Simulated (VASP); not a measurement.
# ScAl3 (P4/mmm) in VASP: a series of runs

Runs on ScAl3. Level: PBEsol. Tasks: single point.

Everything below comes from runs of VASP 6.6.1. Logs are shortened: lines on timing, memory, paths and dates and some standing lists are left out, and cuts for length are marked.

### Step 1. The cell of the first run

Symmetry: P4/mmm, No. 123, tetragonal system. Conventional cell: a = 4.031 Å, b = 4.031 Å, c = 4.234 Å, α = 90.00°, β = 90.00°, γ = 90.00°. Within 3.8 Å of Sc (site symmetry 4/mmm) lie 12 Al at 2.85 to 2.92 Å. Al (site symmetry mmm) has 8 Al at 2.85 to 2.92 Å and 4 Sc at 2.92 Å within 3.8 Å. Al (site symmetry 4/mmm) has 4 Sc at 2.85 Å and 8 Al at 2.92 Å within 3.8 Å.

### Step 2. Single point, PBEsol (uniaxial strain along a: +4.0 %)

File INCAR:

```
ALGO     = Fast           # electronic algorithm
EDIFF    = 1E-6           # SCF threshold, eV
ENCUT    = 520            # plane-wave cutoff, eV
GGA      = PS             # functional
ISIF     = 2              # what is computed and relaxed
ISMEAR   = 0              # smearing method
LASPH    = True           # aspherical terms in the spheres
LCHARG   = True           # write CHGCAR
LELF     = True           # ELF
LREAL    = False          # projectors in reciprocal space
LVHAR    = True         
LWAVE    = False          # write WAVECAR
NBANDS   = 18             # bands
NELM     = 100            # most SCF steps
PREC     = Accurate       # precision mode
SIGMA    = 0.1            # smearing width, eV
```

File KPOINTS:

```
k-points
0
Gamma
  14 14 14
```

File POSCAR:

```
ScAl3
1.0
    4.2341505608      0.0000000000      0.0000000000
    0.0000000000      4.0305856300      0.0000000000
    0.0000000000      0.0000000000      4.0305856300
Sc Al
1 3
Direct
    0.0000000000      0.0000000000      0.0000000000
    0.5000000000      0.0000000000      0.5000000000
    0.0000000000      0.5000000000      0.5000000000
    0.5000000000      0.5000000000      0.0000000000
```

Potentials or basis: VASP PAW PBE potentials, release 64 (Sc_sv, Al).

Run with:

```bash
cat potpaw_PBE.64/Sc_sv/POTCAR potpaw_PBE.64/Al/POTCAR > POTCAR
mpirun -np 1 vasp_std > vasp.out
```

OUTCAR:

```text
EDIFF = 1E-6
   ENCUT = 520
   GGA = PS
   ISIF = 2
   ISMEAR = 0
   LASPH = True
   LREAL = False
   NELM = 100
   PREC = Accurate

 ion  position               nearest neighbor table
   1  0.000  0.000  0.000-   3 2.85   3 2.85   3 2.85   3 2.85   2 2.92   4 2.92   4 2.92   2 2.92
                             2 2.92   4 2.92   2 2.92   4 2.92
   2  0.500  0.000  0.500-   4 2.85   4 2.85   4 2.85   4 2.85   3 2.92   3 2.92   1 2.92   1 2.92
                             1 2.92   3 2.92   1 2.92   3 2.92
   3  0.000  0.500  0.500-   1 2.85   1 2.85   1 2.85   1 2.85   4 2.92   4 2.92   2 2.92   2 2.92
                             2 2.92   4 2.92   4 2.92   2 2.92
   4  0.500  0.500  0.000-   2 2.85   2 2.85   2 2.85   2 2.85   3 2.92   1 2.92   3 2.92   1 2.92
                             1 2.92   3 2.92   3 2.92   1 2.92

  LATTYP: Found a simple tetragonal cell.
 ALAT       =     4.0305856300
 C/A-ratio  =     1.0505050505

  Lattice vectors:

 A1 = (   0.0000000000,   4.0305856300,   0.0000000000)
 A2 = (   0.0000000000,   0.0000000000,   4.0305856300)
 A3 = (   4.2341505608,   0.0000000000,   0.0000000000)

Analysis of symmetry for initial positions (statically):
=====================================================================
 Subroutine PRICEL returns:
 Original cell was already a primitive cell.

 Routine SETGRP: Setting up the symmetry group for a
 simple tetragonal supercell.

 Subroutine GETGRP returns: Found 16 space group operations
 (whereof 16 operations were pure point group operations)
 out of a pool of 16 trial point group operations.

The static configuration has the point symmetry D_4h.

Analysis of symmetry for dynamics (positions and initial velocities):
=====================================================================
 Subroutine PRICEL returns:
 Original cell was already a primitive cell.

 Routine SETGRP: Setting up the symmetry group for a
 simple tetragonal supercell.

 Subroutine GETGRP returns: Found 16 space group operations
 (whereof 16 operations were pure point group operations)
 out of a pool of 16 trial point group operations.

The dynamic configuration has the point symmetry D_4h.

 Subroutine INISYM returns: Found 16 space group operations
 (whereof 16 operations are pure point group operations),
 and found     1 'primitive' translations

----------------------------------------------------------------------------------------

[... 98 lines left out ...]
   EDIFFG = 0.1E-04   stopping-criterion for IOM
   NSW    =      0    number of steps for IOM
   IBRION =     -1    ionic relax: 0-MD 1-quasi-New 2-CG
   NFREE  =      0    steps in history (QN), initial steepest desc. (CG)
   ISIF   =      2    stress and relaxation
   ISYM   =      2    0-nonsym 1-usesym 2-fastsym
   POTIM  = 0.5000    time-step for ionic-motion
   TEBEG  =    0.0;   TEEND  =   0.0 temperature during run
   PSTRESS=    0.0 pullay stress
   NELECT =      20.0000    total number of electrons
   NUPDOWN=      -1.0000    fix difference up-down
   EMIN   =  10.00;   EMAX   =-10.00  energy-range for DOS
   EFERMI =   0.00;   METHOD = LEGACY
   ISMEAR =     0;   SIGMA  =   0.10  broadening in eV -4-tet -1-fermi 0-gaus
   EFERMI_NEDOS =   21; number of points for ismear=-14 and -15
   IALGO  =     68    algorithm
   IMIX   =      4    mixing-type and parameters
     AMIX     =   0.40;   BMIX     =  1.00
     AMIX_MAG =   1.60;   BMIX_MAG =  1.00
  volume/ion in A,a.u.               =      17.20       116.05
  Fermi-wavevector in a.u.,A,eV,Ry     =   1.084553  2.049507 16.003913  1.176254
  Thomas-Fermi vector in A             =   2.220645
   LORBIT       =      0    0 simple, 1 ext, 2 COOP (PROOUT), +10 PAW based schemes
   GGA     = PS    functional components
   LHFCALC =     F    Hartree Fock is set to
   AEXX    =    0.0000 exact exchange contribution
   IVDW    =     0    specifies the selected vdW correction
   LEPSILON=     F    determine dielectric tensor
   LRPA    =     F    only Hartree local field effects (RPA)
 non-spin polarized calculation
 RMM-DIIS sequential band-by-band and
 Gauss-broadening in eV      SIGMA  =   0.10
  energy-cutoff  :      520.00
  volume of cell :       68.79
 maximum number of plane-waves:      1896
 NGX is ok and might be reduce to    32
   NGX = 15   NGY = 15   NGZ = 15

 number of electron      20.0000005 magnetization

 Free energy of the ion-electron system (eV)
  ---------------------------------------------------
  ext. energy  EPLUGINS =         0.00000000
  ---------------------------------------------------
  free energy    TOTEN  =       -20.71142350 eV

  energy without entropy =      -20.70431060  energy(sigma->0) =      -20.70786705

 E-fermi :   7.1367     XC(G=0): -10.4716

 val. band max:        7.1360174228   @ k =   0.2143   0.4286   0.2857
 cond. band min:       7.1372564134   @ k =   0.2857   0.5000   0.2143
 fundamental gap:      0.0012389906
 Fermi energy:         7.1367361398

 k-point     1 :       0.0000    0.0000    0.0000
  band No.  band energies     occupation
      1     -41.6371      2.00000
      2     -20.4536      2.00000
      3     -20.4219      2.00000
      4     -20.4219      2.00000
      5      -2.8459      2.00000
      6       4.2477      2.00000
[... 481 lines left out ...]
      5      -0.9916      2.00000
      6      -0.0489      2.00000
[... 10 lines left out ...]
     17      11.4724      0.00000
     18      13.0792      0.00000

 [... further k-points ...]

------------------------ aborting loop because EDIFF is reached ----------------------------------------

  FORCE on cell =-STRESS in cart. coord.  units (eV):
  Direction    XX          YY          ZZ          XY          YZ          ZX
  --------------------------------------------------------------------------------------
  -------------------------------------------------------------------------------------
  Total       -2.6858757      0.4519203      0.4519203      0.0000000      0.0000000      0.0000000
  in kB      -62.5595890     10.5261569     10.5261569      0.0000000      0.0000000      0.0000000
  external PRESSURE =     -13.8357584 kB  Pullay stress =       0.0000000 kB

 VOLUME and BASIS-vectors are now :
 -----------------------------------------------------------------------------
  energy-cutoff  :      520.00
  volume of cell :       68.79
      direct lattice vectors                 reciprocal lattice vectors
     4.234150561  0.000000000  0.000000000     0.236174880  0.000000000  0.000000000
     0.000000000  4.030585630  0.000000000     0.000000000  0.248102904  0.000000000
     0.000000000  0.000000000  4.030585630     0.000000000  0.000000000  0.248102904

 POSITION                                       TOTAL-FORCE (eV/Angst)
 -----------------------------------------------------------------------------------
      0.00000      0.00000      0.00000         0.000000      0.000000      0.000000
      2.11708      0.00000      2.01529         0.000000      0.000000      0.000000
      0.00000      2.01529      2.01529         0.000000      0.000000      0.000000
      2.11708      2.01529      0.00000         0.000000      0.000000      0.000000
 -----------------------------------------------------------------------------------
    total drift:                               -0.000000      0.000000      0.000000

  FREE ENERGIE OF THE ION-ELECTRON SYSTEM (eV)
  ---------------------------------------------------
  free  energy   TOTEN  =       -20.7114235034 eV

  energy  without entropy=      -20.7043106003  energy(sigma->0) =      -20.70786705
```

OSZICAR:

```text
N       E                     dE             d eps       ncg     rms          rms(c)
DAV:   1     0.106437880388E+03    0.10644E+03   -0.82513E+03 10376   0.100E+03
DAV:   2    -0.168206367109E+02   -0.12326E+03   -0.12037E+03 10424   0.289E+02
DAV:   3    -0.216601637575E+02   -0.48395E+01   -0.46526E+01 15616   0.551E+01
DAV:   4    -0.217815859653E+02   -0.12142E+00   -0.12104E+00 15854   0.886E+00
DAV:   5    -0.217836586093E+02   -0.20726E-02   -0.20724E-02 15288   0.103E+00    0.912E+00
RMM:   6    -0.206606349260E+02    0.11230E+01   -0.18690E+00 10785   0.154E+01    0.274E+00
RMM:   7    -0.207749905717E+02   -0.11436E+00   -0.24115E+00 14343   0.681E+00    0.143E+00
RMM:   8    -0.207134067751E+02    0.61584E-01   -0.13804E-01 12112   0.437E+00    0.163E+00
RMM:   9    -0.207161141331E+02   -0.27074E-02   -0.93531E-02 15032   0.201E+00    0.681E-01
RMM:  10    -0.207108839412E+02    0.52302E-02   -0.15043E-02 12573   0.135E+00    0.137E-01
RMM:  11    -0.207115865017E+02   -0.70256E-03   -0.58586E-03 14691   0.471E-01    0.648E-02
RMM:  12    -0.207114596557E+02    0.12685E-03   -0.13864E-03 15282   0.289E-01    0.478E-02
RMM:  13    -0.207115927490E+02   -0.13309E-03   -0.33788E-04 15477   0.146E-01    0.104E-01
RMM:  14    -0.207114121446E+02    0.18060E-03   -0.31489E-04 14067   0.198E-01    0.412E-02
RMM:  15    -0.207114212218E+02   -0.90772E-05   -0.12674E-04 14488   0.643E-02    0.267E-02
RMM:  16    -0.207114233922E+02   -0.21704E-05   -0.19042E-05 14111   0.296E-02    0.285E-02
RMM:  17    -0.207114235034E+02   -0.11116E-06   -0.63830E-06 12314   0.267E-02
   1 F= -.20711424E+02 E0= -.20707867E+02  d E =-.711290E-02
```

Run time: 2 min. Hardware: 1 thread of Intel Xeon 6975P-C (Granite Rapids), shared host; peak memory 0.43 GiB.

Results:

```yaml
Free_energy: -20.7114 eV
Pressure: -1.4 GPa
Band_gap_on_the_k_mesh: zero (bands 10 and 11 overlap by 3.92 eV)
```

Caveat: the cell differs from its parent crystal (uniaxial strain along a: +4.0 %); the stress differs along the axes, from -6 to 1 GPa; the PAW data sets were made with another functional, which shifts forces and pressure a little.

### Step 3. Single point, PBEsol (uniaxial strain along a: +4.0 %, then relaxed in part)

File INCAR:

```
SYSTEM = ScAl3
PREC = Accurate ; ENCUT = 520
EDIFF = 1E-6 ; ISMEAR = 0
SIGMA = 0.1 ; LREAL = .FALSE.
LASPH = .TRUE. ; NELM = 100
ALGO = Fast ; ISIF = 2
LWAVE = .FALSE. ; LCHARG = .TRUE.
GGA = PS ; LELF = .TRUE.
LVHAR = .TRUE. ; NBANDS = 18
```

File KPOINTS:

```
Automatic mesh
0
G
  14 14 14
  0 0 0
```

POSCAR, as its differences from that of step 2:

```diff
@@ -3,4 +3,4 @@
     4.2341505608      0.0000000000      0.0000000000
-    0.0000000000      4.0305856300      0.0000000000
-    0.0000000000      0.0000000000      4.0305856300
+    0.0000000000      4.0469308279      0.0000000000
+    0.0000000000      0.0000000000      4.0469308279
 Sc Al
```

Potentials or basis: VASP PAW PBE potentials, release 64 (Sc_sv, Al).

Run with:

```bash
cat potpaw_PBE.64/Sc_sv/POTCAR potpaw_PBE.64/Al/POTCAR > POTCAR
mpirun -np 1 vasp_std > vasp.out
```

Run time: 2 min. Hardware: 1 thread of Intel Xeon 6975P-C (Granite Rapids), shared host; peak memory 0.43 GiB.

It converged, with:

| Quantity | Value |
| --- | --- |
| Free energy | -20.7136 eV |
| Pressure | -2.1 GPa |
| Band gap on the k mesh | zero (bands 10 and 11 overlap by 3.85 eV) |

Stress tensor (GPa, compression positive):
```
-6.47  0.00  0.00
 0.00  0.10  0.00
 0.00  0.00  0.10
```

Levels at points of the mesh, in eV from the Fermi level:
```csv
k point,band 7,band 8,band 9,band 10,band 11,band 12,band 13,band 14
"(0.00, 0.00, 0.00)",-2.38,-2.18,-1.58,-1.58,1.23,1.25,1.25,1.38
"(0.50, 0.00, 0.00)",-1.57,-1.57,-1.37,0.99,1.15,1.15,1.39,1.64
"(0.00, 0.50, 0.00)",-1.97,-1.51,-1.51,0.50,0.66,1.20,1.54,1.61
"(0.50, 0.50, 0.00)",-5.60,-4.33,-0.50,-0.36,1.35,1.52,1.88,2.46
"(0.00, 0.50, 0.50)",-5.45,-4.32,-0.71,-0.71,0.96,0.98,2.15,2.61
"(0.50, 0.50, 0.50)",-4.74,-4.41,-3.05,-2.86,-2.86,0.86,2.47,2.68
```

Caveat: the cell differs from its parent crystal (uniaxial strain along a: +4.0 %, then relaxed in part); the stress differs along the axes, from -6 to 0 GPa; the PAW data sets were made with another functional, which shifts forces and pressure a little.
